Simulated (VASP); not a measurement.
Write the native input for VASP 6.6.1 that does the following.

```
Task                   : single point
Functional             : PBE
Potentials or basis    : VASP PAW PBE potentials, release 64 (Al, Cu)
Cutoff                 : 520 eV
k mesh                 : 10 × 10 × 10
Occupations            : gaussian, width 0.1 eV
Spin                   : no spin polarisation
Dipole correction      : no
Further INCAR settings : ALGO = Fast; EDIFF = 1e-07; NBANDS = 26
```

The structure of Al2Cu lies in POSCAR:

```
Al2Cu
1.0
   -2.9885306178      2.9885306178      2.4120107088
    2.9885306178     -2.9885306178      2.4120107088
    2.9885306178      2.9885306178     -2.4120107088
Al Cu
4 2
Direct
    0.8415812828      0.6584187172      0.5000000000
    0.6584187172      0.1584187172      0.8168374345
    0.3415812828      0.8415812828      0.1831625655
    0.1584187172      0.3415812828      0.5000000000
    0.2500000000      0.2500000000      0.0000000000
    0.7500000000      0.7500000000      0.0000000000
```

One way to write it, as run:

INCAR

```
PREC = Accurate
ENCUT = 520
EDIFF = 1E-7
ISMEAR = 0
SIGMA = 0.1
LREAL = False
LASPH = True
NELM = 100
ALGO = Fast
ISIF = 2
LWAVE = False
LCHARG = True
GGA = PE
LELF = True
LVHAR = True
NBANDS = 26
```

KPOINTS

```
Automatic mesh
0
Gamma
  10 10 10
```

Potentials or basis: VASP PAW PBE potentials, release 64 (Al, Cu).

Command:

```sh
$ cat potpaw_PBE.64/Al/POTCAR potpaw_PBE.64/Cu/POTCAR > POTCAR
$ mpirun -np 1 vasp_std > vasp.out
```

Results of the run:

```yaml
Pressure: 4.2 GPa
Largest_force: 0.005 eV/Å
Band_gap_on_the_k_mesh: zero (bands 17 and 18 overlap by 4.42 eV)
```

Caveat: the cell stands under pressure.

It took 9.3 min on 1 thread of Intel Xeon 8259CL, on a shared host, peak memory 0.34 GiB.
